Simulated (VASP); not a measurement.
# Ti3Se (P-6m2) in VASP: a series of runs

Aim: see how the results for Ti3Se move with the level of theory and the settings. Levels: PBE, r2SCAN. Tasks: single point.

All numbers are computed with VASP 6.6.1; they aren't measurements. Logs are shortened: lines on timing, memory, paths and dates and some standing lists are left out, and cuts for length are marked.

## 1. The cell of the first run

Symmetry: P-6m2, No. 187, hexagonal system. Conventional cell: a = 3.219 Å, b = 3.219 Å, c = 7.995 Å, α = 90.00°, β = 90.00°, γ = 120.00°. Se (site symmetry -6m2) has 6 Ti at 2.60 Å and 6 Se at 3.22 Å within 3.4 Å. Ti (site symmetry -6m2) has 12 Ti at 2.87 to 3.22 Å within 3.8 Å. Ti (site symmetry 3m) has 3 Se at 2.60 Å and 9 Ti at 2.87 to 3.22 Å within 3.4 Å.

## 2. Single point, PBE

INCAR reads:

```
SYSTEM = Ti3Se
ALGO     = Normal         ! electronic algorithm
EDIFF    = 1E-7           ! SCF threshold, eV
ENCUT    = 520            ! plane-wave cutoff, eV
GGA      = PE             ! functional
ISIF     = 2              ! what is computed and relaxed
ISMEAR   = -1             ! smearing method
LASPH    = .TRUE.         ! aspherical terms in the spheres
LCHARG   = .FALSE.        ! write CHGCAR
LREAL    = .FALSE.        ! projectors in reciprocal space
LWAVE    = .FALSE.        ! write WAVECAR
NBANDS   = 29             ! bands
NELM     = 100            ! most SCF steps
PREC     = Accurate       ! precision mode
SIGMA    = 0.05           ! smearing width, eV
```

KPOINTS reads:

```
k-points
0
G
  10 10 4
  0 0 0
```

POSCAR reads:

```
Ti3Se
1.0
    3.2186213523      0.0000000000      0.0000000000
   -1.6093106762      2.7874078563      0.0000000000
    0.0000000000      0.0000000000      7.9953474932
Se Ti
1 3
Direct
    0.0000000000      0.0000000000      0.0000000000
    0.6666666667      0.3333333333      0.5000000000
    0.3333333333      0.6666666667      0.7729020000
    0.3333333333      0.6666666667      0.2270980000
```

Potentials or basis: VASP PAW PBE potentials, release 64 (Se, Ti_sv).

Command:

```console
$ cat potpaw_PBE.64/Se/POTCAR potpaw_PBE.64/Ti_sv/POTCAR > POTCAR
$ mpirun -np 1 vasp_std > vasp.out
```

OUTCAR:

```text
SYSTEM = Ti3Se
   EDIFF = 1E-7
   ENCUT = 520
   GGA = PE
   ISIF = 2
   ISMEAR = -1
   LASPH = .TRUE.
   LREAL = .FALSE.
   NELM = 100
   PREC = Accurate

 ion  position               nearest neighbor table
   1  0.000  0.000  0.000-   3 2.60   4 2.60   3 2.60   4 2.60   3 2.60   4 2.60
   2  0.667  0.333  0.500-   3 2.87   4 2.87   3 2.87   4 2.87   3 2.87   4 2.87
   3  0.333  0.667  0.773-   1 2.60   1 2.60   1 2.60   2 2.87   2 2.87   2 2.87
   4  0.333  0.667  0.227-   1 2.60   1 2.60   1 2.60   2 2.87   2 2.87   2 2.87

  LATTYP: Found a hexagonal cell.
 ALAT       =     3.2186213523
 C/A-ratio  =     2.4840907389

  Lattice vectors:

 A1 = (   3.2186213523,   0.0000000000,   0.0000000000)
 A2 = (  -1.6093106762,   2.7874078563,   0.0000000000)
 A3 = (   0.0000000000,   0.0000000000,   7.9953474932)

Analysis of symmetry for initial positions (statically):
=====================================================================
 Subroutine PRICEL returns:
 Original cell was already a primitive cell.

 Routine SETGRP: Setting up the symmetry group for a
 hexagonal supercell.

 Subroutine GETGRP returns: Found 12 space group operations
 (whereof 12 operations were pure point group operations)
 out of a pool of 24 trial point group operations.

The static configuration has the point symmetry D_3h.

Analysis of symmetry for dynamics (positions and initial velocities):
=====================================================================
 Subroutine PRICEL returns:
 Original cell was already a primitive cell.

 Routine SETGRP: Setting up the symmetry group for a
 hexagonal supercell.

 Subroutine GETGRP returns: Found 12 space group operations
 (whereof 12 operations were pure point group operations)
 out of a pool of 24 trial point group operations.

The dynamic configuration has the point symmetry D_3h.

 Subroutine INISYM returns: Found 12 space group operations
 (whereof 12 operations are pure point group operations),
 and found     1 'primitive' translations

----------------------------------------------------------------------------------------

                                     Primitive cell

  volume of cell :      71.7311

  direct lattice vectors                    reciprocal lattice vectors
[... 81 lines left out ...]
 SYSTEM =  Ti3Se
   PREC   = accura    normal or accurate (medium, high low for compatibility)
   ISTART =      0    job   : 0-new  1-cont  2-samecut
   ICHARG =      2    charge: 1-file 2-atom 10-const
   ISPIN  =      1    spin polarized calculation?
   LNONCOLLINEAR =      F non collinear calculations
   LSORBIT =      F    spin-orbit coupling
   LASPH  =      T    aspherical Exc in radial PAW
   ENCUT  =  520.0 eV  38.22 Ry    6.18 a.u.   5.98  5.98 14.87*2*pi/ulx,y,z
   NELM   =    100;   NELMIN=  2; NELMDL= -5     # of ELM steps
   EDIFF  = 0.1E-06   stopping-criterion for ELM
   LREAL  =      F    real-space projection
   EDIFFG = 0.1E-05   stopping-criterion for IOM
   NSW    =      0    number of steps for IOM
   IBRION =     -1    ionic relax: 0-MD 1-quasi-New 2-CG
   NFREE  =      0    steps in history (QN), initial steepest desc. (CG)
   ISIF   =      2    stress and relaxation
   ISYM   =      2    0-nonsym 1-usesym 2-fastsym
   POTIM  = 0.5000    time-step for ionic-motion
   TEBEG  =    0.0;   TEEND  =   0.0 temperature during run
   PSTRESS=    0.0 pullay stress
   NELECT =      42.0000    total number of electrons
   NUPDOWN=      -1.0000    fix difference up-down
   EMIN   =  10.00;   EMAX   =-10.00  energy-range for DOS
   EFERMI =   0.00;   METHOD = LEGACY
   ISMEAR =    -1;   SIGMA  =   0.05  broadening in eV -4-tet -1-fermi 0-gaus
   EFERMI_NEDOS =   21; number of points for ismear=-14 and -15
   IALGO  =     38    algorithm
   IMIX   =      4    mixing-type and parameters
     AMIX     =   0.40;   BMIX     =  1.00
     AMIX_MAG =   1.60;   BMIX_MAG =  1.00
  volume/ion in A,a.u.               =      17.93       121.02
  Fermi-wavevector in a.u.,A,eV,Ry     =   1.369584  2.588138 25.521269  1.875760
  Thomas-Fermi vector in A             =   2.495446
   LORBIT       =      0    0 simple, 1 ext, 2 COOP (PROOUT), +10 PAW based schemes
   GGA     = PE    functional components
   LHFCALC =     F    Hartree Fock is set to
   AEXX    =    0.0000 exact exchange contribution
   IVDW    =     0    specifies the selected vdW correction
   LEPSILON=     F    determine dielectric tensor
   LRPA    =     F    only Hartree local field effects (RPA)
 non-spin polarized calculation
  energy-cutoff  :      520.00
  volume of cell :       71.73
 maximum number of plane-waves:      1954
 NGX is ok and might be reduce to    24
   NGX = 11   NGY = 11   NGZ = 29

 number of electron      41.9999988 magnetization

 Free energy of the ion-electron system (eV)
  ---------------------------------------------------
  ext. energy  EPLUGINS =         0.00000000
  ---------------------------------------------------
  free energy    TOTEN  =       -28.87705672 eV

  energy without entropy =      -28.85247532  energy(sigma->0) =      -28.86476602

 E-fermi :   7.8515     XC(G=0): -11.2561

 val. band max:        7.8495836718   @ k =   0.1000   0.1000   0.0000
 cond. band min:       7.8553013546   @ k =   0.3000   0.2000   0.0000
 fundamental gap:      0.0057176828
 Fermi energy:         7.8515042264

 k-point     1 :       0.0000    0.0000    0.0000
  band No.  band energies     occupation
      1     -49.2375      2.00000
      2     -49.2210      2.00000
      3     -49.0634      2.00000
      4     -25.6972      2.00000
      5     -25.6152      2.00000
      6     -25.3461      2.00000
[... 757 lines left out ...]
     28      10.3824      0.00000
     29      10.5471      0.00000

 [... further k-points ...]
[... 5 lines left out ...]
  --------------------------------------------------------------------------------------
  -------------------------------------------------------------------------------------
  Total       -0.8610185     -0.8610185     -0.9495203      0.0000000     -0.0000000      0.0000000
  in kB      -19.2315959    -19.2315959    -21.2083594      0.0000000     -0.0000000      0.0000000
  external PRESSURE =     -19.8905171 kB  Pullay stress =       0.0000000 kB

 VOLUME and BASIS-vectors are now :
 -----------------------------------------------------------------------------
  energy-cutoff  :      520.00
  volume of cell :       71.73
      direct lattice vectors                 reciprocal lattice vectors
     3.218621352  0.000000000  0.000000000     0.310692029  0.179378127  0.000000000
    -1.609310676  2.787407856  0.000000000     0.000000000  0.358756254  0.000000000
     0.000000000  0.000000000  7.995347493     0.000000000  0.000000000  0.125072738

 POSITION                                       TOTAL-FORCE (eV/Angst)
 -----------------------------------------------------------------------------------
      0.00000      0.00000      0.00000         0.000000     -0.000000      0.000000
      1.60931      0.92914      3.99767        -0.000000      0.000000      0.000000
     -0.00000      1.85827      6.17962        -0.000000      0.000000      0.014039
     -0.00000      1.85827      1.81573        -0.000000      0.000000     -0.014039
 -----------------------------------------------------------------------------------
    total drift:                                0.000000     -0.000000     -0.000000

  FREE ENERGIE OF THE ION-ELECTRON SYSTEM (eV)
  ---------------------------------------------------
  free  energy   TOTEN  =       -28.8770567215 eV

  energy  without entropy=      -28.8524753209  energy(sigma->0) =      -28.86476602
```

OSZICAR:

```text
N       E                     dE             d eps       ncg     rms          rms(c)
DAV:   1     0.520207542328E+03    0.52021E+03   -0.21607E+04  2436   0.172E+03
DAV:   2     0.329134711939E+02   -0.48729E+03   -0.47711E+03  2466   0.520E+02
DAV:   3    -0.266830206488E+02   -0.59596E+02   -0.58156E+02  4127   0.152E+02
DAV:   4    -0.326287708333E+02   -0.59458E+01   -0.59206E+01  3614   0.441E+01
DAV:   5    -0.329415883336E+02   -0.31282E+00   -0.31248E+00  3606   0.893E+00    0.153E+01
DAV:   6    -0.295031746554E+02    0.34384E+01   -0.25900E+01  3602   0.411E+01    0.677E+00
DAV:   7    -0.305347289239E+02   -0.10316E+01   -0.18072E+01  4142   0.231E+01    0.131E+01
DAV:   8    -0.288941483164E+02    0.16406E+01   -0.16891E+01  3668   0.136E+01    0.263E+00
DAV:   9    -0.288699737061E+02    0.24175E-01   -0.54962E-01  3383   0.439E+00    0.110E+00
DAV:  10    -0.288792340213E+02   -0.92603E-02   -0.71224E-02  3506   0.194E+00    0.561E-01
DAV:  11    -0.288769851685E+02    0.22489E-02   -0.30168E-02  3539   0.175E+00    0.116E-01
DAV:  12    -0.288770962044E+02   -0.11104E-03   -0.15398E-03  3337   0.391E-01    0.466E-02
DAV:  13    -0.288770609160E+02    0.35288E-04   -0.32302E-04  3713   0.140E-01    0.201E-02
DAV:  14    -0.288770577527E+02    0.31634E-05   -0.42802E-05  3795   0.431E-02    0.100E-02
DAV:  15    -0.288770558489E+02    0.19038E-05   -0.77801E-06  3586   0.294E-02    0.284E-03
DAV:  16    -0.288770567523E+02   -0.90338E-06   -0.38996E-07  2905   0.486E-03    0.576E-04
DAV:  17    -0.288770567215E+02    0.30747E-07   -0.25162E-08  1753   0.156E-03
   1 F= -.28877057E+02 E0= -.28864766E+02  d E =-.245814E-01
```

Wall time 92 s (1 thread of AMD EPYC 9R45 (Zen 5), shared host); peak memory 0.18 GiB.

What came out:

| Item | Value |
| --- | --- |
| Free energy | -28.8771 eV |
| Pressure | -2.0 GPa |
| Largest force | 0.014 eV/Å |
| Band gap on the k mesh | zero (band 21 reaches 8.24 eV, above the bottom of band 22 at 7.69 eV) |

Forces on the atoms (eV/Å):
```
Se   0.000  0.000  0.000
Ti   0.000  0.000  0.000
Ti   0.000  0.000  0.014
Ti   0.000  0.000 -0.014
```

## 3. Single point, PBE

This run uses another cell than the first one, of 18.28 Å³/atom, 1.020 times its volume.

INCAR reads:

```
PREC = Accurate
ENCUT = 520
EDIFF = 1E-7
ISMEAR = -1
SIGMA = 0.05
LREAL = False
LASPH = True
NELM = 100
ALGO = Normal
ISIF = 2
LWAVE = False
LCHARG = True
GGA = PE
LELF = True
LVHAR = True
NBANDS = 29
```

KPOINTS reads:

```
regular mesh
0
Gamma
  10 10 4
```

POSCAR reads:

```
Ti3Se
1.0
    3.2395220766      0.0000000000      0.0000000000
   -1.6197610383      2.8055084145      0.0000000000
    0.0000000000      0.0000000000      8.0472667889
Se Ti
1 3
Direct
    0.0000000000      0.0000000000      0.0000000000
    0.6666666667      0.3333333333      0.5000000000
    0.3333333333      0.6666666667      0.7729020000
    0.3333333333      0.6666666667      0.2270980000
```

Potentials or basis: VASP PAW PBE potentials, release 64 (Se, Ti_sv).

Command:

```console
$ cat potpaw_PBE.64/Se/POTCAR potpaw_PBE.64/Ti_sv/POTCAR > POTCAR
$ mpirun -np 1 vasp_std > vasp.out
```

OUTCAR:

```text
PREC = Accurate
   ENCUT = 520
   EDIFF = 1E-7
   ISMEAR = -1
   LREAL = False
   LASPH = True
   NELM = 100
   ISIF = 2
   GGA = PE

 ion  position               nearest neighbor table
   1  0.000  0.000  0.000-   3 2.61   4 2.61   3 2.61   4 2.61   3 2.61   4 2.61
   2  0.667  0.333  0.500-   3 2.88   4 2.88   3 2.88   4 2.88   3 2.88   4 2.88
   3  0.333  0.667  0.773-   1 2.61   1 2.61   1 2.61   2 2.88   2 2.88   2 2.88
   4  0.333  0.667  0.227-   1 2.61   1 2.61   1 2.61   2 2.88   2 2.88   2 2.88

  LATTYP: Found a hexagonal cell.
 ALAT       =     3.2395220766
 C/A-ratio  =     2.4840907389

  Lattice vectors:

 A1 = (   3.2395220766,   0.0000000000,   0.0000000000)
 A2 = (  -1.6197610383,   2.8055084145,   0.0000000000)
 A3 = (   0.0000000000,   0.0000000000,   8.0472667889)

Analysis of symmetry for initial positions (statically):
=====================================================================
 Subroutine PRICEL returns:
 Original cell was already a primitive cell.

 Routine SETGRP: Setting up the symmetry group for a
 hexagonal supercell.

 Subroutine GETGRP returns: Found 12 space group operations
 (whereof 12 operations were pure point group operations)
 out of a pool of 24 trial point group operations.

The static configuration has the point symmetry D_3h.

Analysis of symmetry for dynamics (positions and initial velocities):
=====================================================================
 Subroutine PRICEL returns:
 Original cell was already a primitive cell.

 Routine SETGRP: Setting up the symmetry group for a
 hexagonal supercell.

 Subroutine GETGRP returns: Found 12 space group operations
 (whereof 12 operations were pure point group operations)
 out of a pool of 24 trial point group operations.

The dynamic configuration has the point symmetry D_3h.

 Subroutine INISYM returns: Found 12 space group operations
[... 111 lines left out ...]
   PSTRESS=    0.0 pullay stress
   NELECT =      42.0000    total number of electrons
   NUPDOWN=      -1.0000    fix difference up-down
   EMIN   =  10.00;   EMAX   =-10.00  energy-range for DOS
   EFERMI =   0.00;   METHOD = LEGACY
   ISMEAR =    -1;   SIGMA  =   0.05  broadening in eV -4-tet -1-fermi 0-gaus
   EFERMI_NEDOS =   21; number of points for ismear=-14 and -15
   IALGO  =     38    algorithm
   IMIX   =      4    mixing-type and parameters
     AMIX     =   0.40;   BMIX     =  1.00
     AMIX_MAG =   1.60;   BMIX_MAG =  1.00
  volume/ion in A,a.u.               =      18.28       123.39
  Fermi-wavevector in a.u.,A,eV,Ry     =   1.360748  2.571440 25.193016  1.851634
  Thomas-Fermi vector in A             =   2.487383
   LORBIT       =      0    0 simple, 1 ext, 2 COOP (PROOUT), +10 PAW based schemes
   GGA     = PE    functional components
   LHFCALC =     F    Hartree Fock is set to
   AEXX    =    0.0000 exact exchange contribution
   IVDW    =     0    specifies the selected vdW correction
   LEPSILON=     F    determine dielectric tensor
   LRPA    =     F    only Hartree local field effects (RPA)
 non-spin polarized calculation
  energy-cutoff  :      520.00
  volume of cell :       73.14
 maximum number of plane-waves:      1994
   NGX = 13   NGY = 13   NGZ = 29

 number of electron      41.9999983 magnetization

 Free energy of the ion-electron system (eV)
  ---------------------------------------------------
  ext. energy  EPLUGINS =         0.00000000
  ---------------------------------------------------
  free energy    TOTEN  =       -28.85131744 eV

  energy without entropy =      -28.82589637  energy(sigma->0) =      -28.83860691

 E-fermi :   7.6480     XC(G=0): -11.1648

 val. band max:        7.5922453537   @ k =   0.4000   0.2000   0.2500
 cond. band min:       7.6498652996   @ k =   0.1000   0.1000   0.0000
 fundamental gap:      0.0576199460
 Fermi energy:         7.6480297297

 k-point     1 :       0.0000    0.0000    0.0000
  band No.  band energies     occupation
      1     -49.4825      2.00000
      2     -49.4686      2.00000
      3     -49.3074      2.00000
      4     -25.9258      2.00000
      5     -25.8529      2.00000
      6     -25.5951      2.00000
[... 757 lines left out ...]
     28      10.1105      0.00000
     29      10.2833      0.00000

 [... further k-points ...]
[... 5 lines left out ...]
  --------------------------------------------------------------------------------------
  -------------------------------------------------------------------------------------
  Total       -1.7111355     -1.7111355     -1.9621843      0.0000000      0.0000000     -0.0000000
  in kB      -37.4847027    -37.4847027    -42.9842612      0.0000000      0.0000000     -0.0000000
  external PRESSURE =     -39.3178888 kB  Pullay stress =       0.0000000 kB

 VOLUME and BASIS-vectors are now :
 -----------------------------------------------------------------------------
  energy-cutoff  :      520.00
  volume of cell :       73.14
      direct lattice vectors                 reciprocal lattice vectors
     3.239522077  0.000000000  0.000000000     0.308687509  0.178220816  0.000000000
    -1.619761038  2.805508415  0.000000000     0.000000000  0.356441633  0.000000000
     0.000000000  0.000000000  8.047266789     0.000000000  0.000000000  0.124265794

 POSITION                                       TOTAL-FORCE (eV/Angst)
 -----------------------------------------------------------------------------------
      0.00000      0.00000      0.00000        -0.000000      0.000000     -0.000000
      1.61976      0.93517      4.02363        -0.000000      0.000000     -0.000000
     -0.00000      1.87034      6.21975         0.000000     -0.000000      0.065335
     -0.00000      1.87034      1.82752         0.000000     -0.000000     -0.065335
 -----------------------------------------------------------------------------------
    total drift:                                0.000000     -0.000000     -0.000000

  FREE ENERGIE OF THE ION-ELECTRON SYSTEM (eV)
  ---------------------------------------------------
  free  energy   TOTEN  =       -28.8513174439 eV

  energy  without entropy=      -28.8258963664  energy(sigma->0) =      -28.83860691
```

OSZICAR:

```text
N       E                     dE             d eps       ncg     rms          rms(c)
DAV:   1     0.516322262889E+03    0.51632E+03   -0.21514E+04  2436   0.172E+03
DAV:   2     0.332985977563E+02   -0.48302E+03   -0.47307E+03  2466   0.513E+02
DAV:   3    -0.268414477953E+02   -0.60140E+02   -0.58764E+02  4228   0.152E+02
DAV:   4    -0.326920632153E+02   -0.58506E+01   -0.58271E+01  3576   0.429E+01
DAV:   5    -0.330131756366E+02   -0.32111E+00   -0.32089E+00  3591   0.906E+00    0.150E+01
DAV:   6    -0.295129650312E+02    0.35002E+01   -0.26923E+01  3573   0.413E+01    0.691E+00
DAV:   7    -0.305672403235E+02   -0.10543E+01   -0.18664E+01  4137   0.232E+01    0.134E+01
DAV:   8    -0.288757862190E+02    0.16915E+01   -0.17667E+01  3713   0.136E+01    0.261E+00
DAV:   9    -0.288449124422E+02    0.30874E-01   -0.55889E-01  3417   0.440E+00    0.112E+00
DAV:  10    -0.288543042084E+02   -0.93918E-02   -0.80166E-02  3505   0.205E+00    0.604E-01
DAV:  11    -0.288511988313E+02    0.31054E-02   -0.35228E-02  3555   0.187E+00    0.122E-01
DAV:  12    -0.288513647899E+02   -0.16596E-03   -0.16561E-03  3351   0.395E-01    0.478E-02
DAV:  13    -0.288513295534E+02    0.35236E-04   -0.38309E-04  3849   0.150E-01    0.231E-02
DAV:  14    -0.288513186250E+02    0.10928E-04   -0.58511E-05  3889   0.479E-02    0.114E-02
DAV:  15    -0.288513170003E+02    0.16247E-05   -0.96351E-06  3537   0.313E-02    0.353E-03
DAV:  16    -0.288513173707E+02   -0.37041E-06   -0.50028E-07  2998   0.581E-03    0.825E-04
DAV:  17    -0.288513174439E+02   -0.73199E-07   -0.43201E-08  1838   0.190E-03
   1 F= -.28851317E+02 E0= -.28838607E+02  d E =-.254211E-01
```

Run time: 1.7 min. Hardware: 1 thread of AMD EPYC 9R45 (Zen 5), shared host; peak memory 0.18 GiB.

What came out:

```
Free energy            : -28.8513 eV
Pressure               : -3.9 GPa
Largest force          : 0.065 eV/Å
Band gap on the k mesh : zero (band 21 reaches 8.03 eV, above the bottom of band 22 at 7.48 eV)
```

Forces in eV/Å, atoms in the order of the input:
```
Se   0.000  0.000  0.000
Ti   0.000  0.000  0.000
Ti   0.000  0.000  0.065
Ti   0.000  0.000 -0.065
```

Levels at points of the mesh, in eV from the Fermi level:
| k point | band 18 | band 19 | band 20 | band 21 | band 22 | band 23 | band 24 | band 25 |
| --- | --- | --- | --- | --- | --- | --- | --- | --- |
| (0.00, 0.00, 0.00) | -1.33 | -0.22 | 0.15 | 0.15 | 0.30 | 0.30 | 0.85 | 1.02 |
| (0.50, 0.00, 0.00) | -1.70 | -1.50 | -0.69 | -0.45 | 0.19 | 0.75 | 0.80 | 2.16 |
| (0.00, 0.00, 0.50) | -1.40 | -0.62 | 0.38 | 0.38 | 0.50 | 0.57 | 0.57 | 0.96 |
| (0.50, 0.00, 0.50) | -1.48 | -1.46 | -0.89 | -0.82 | 0.54 | 0.81 | 0.95 | 1.16 |

[end of part 1 of 2]
